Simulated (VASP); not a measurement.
Runs of VASP 6.6.1 on Y. The structure is that of space group P6/mmm (No. 191), or close to it. The cells are those of the table. 

```csv
task,cell,k mesh,cutoff (eV),gap on the mesh (eV),pressure (GPa)
single point,"a = 5.634, b = 5.634, c = 3.526 Å, angles 90.0, 90.0, 120.0°, 3 atoms",6 × 6 × 6,520,none,(a)
single point,"a = 6.040, b = 6.040, c = 3.703 Å, angles 90.0, 90.0, 120.0°, 3 atoms",6 × 6 × 6,520,none,-5.4
single point,"a = 5.634, b = 5.634, c = 3.526 Å, angles 90.0, 90.0, 120.0°, 3 atoms",3 × 3 × 6,520,none,-0.1
relaxation of cell and atoms,"relaxed from a = 6.040, b = 6.040, c = 3.703 Å, angles 90.0, 90.0, 120.0°, 3 atoms",3 × 3 × 6,600,none,0.0
single point,"a = 5.643, b = 5.643, c = 3.532 Å, angles 90.0, 90.0, 120.0°, 3 atoms",9 × 9 × 12,520,none,-0.1
```

Alike in all rows: level PBE; potentials or basis VASP PAW PBE potentials, release 64 (Y_sv); no spin polarisation; smearing gaussian 0.1 eV.

Question: Fill in the values left out.

Answer: (a) 0.1.

Caveats: some runs use coarse meshes.

A k mesh can miss the band edges, and the runs leave out spin-orbit coupling on Y.

A gap of «none» marks levels without a gap at the run's occupations.
